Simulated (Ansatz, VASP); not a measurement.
**Ge: VASP beside Ansatz**

```
CELL_PARAMETERS angstrom
-0.07491 2.81091 2.92335
2.81091 -0.07491 2.92335
2.73600 2.73600 0.00000
ATOMIC_POSITIONS crystal
Ge 0.50000 0.50000 0.50000
Ge 0.75000 0.75000 0.75000
```

Change from the starting cell: engineering shear strain xy -0.0533, normal strain along z +0.0400.

Alike in both runs: task single point; functional LDA; k mesh 14 × 14 × 14; occupations gaussian, width 0.15 eV; no spin polarisation.

|  | VASP | Ansatz |
| --- | --- | --- |
| version | VASP 6.6.1 | Ansatz 0.2.0 |
| potentials or method | VASP PAW LDA potentials, release 64 (Ge_d), cutoff 520 eV | scalar-relativistic, plane waves, PAW |
| valence electrons in the cell | 28 | 28 |

VASP gave:

| Property | Result |
| --- | --- |
| gap on the k mesh at the Fermi level (eV) | none |
| pressure (GPa) | -2.1 |
| traceless stress, the component that is largest in VASP (GPa) | 4.11 |
| rms of the force components (eV/Å) | 0.228 |

Estimate Ansatz's values.

gap on the k mesh at the Fermi level (eV): none; pressure (GPa): -2.2; traceless stress, the component that is largest in VASP (GPa): 4.08; rms of the force components (eV/Å): 0.225.

LDA's correlation is that of Perdew and Zunger in VASP and of Perdew and Wang (1992) in Ansatz. Atom by atom the forces differ by 0.003 eV/Å (rms over components). A gap of «none» marks a metal or a gap that the smearing closes.
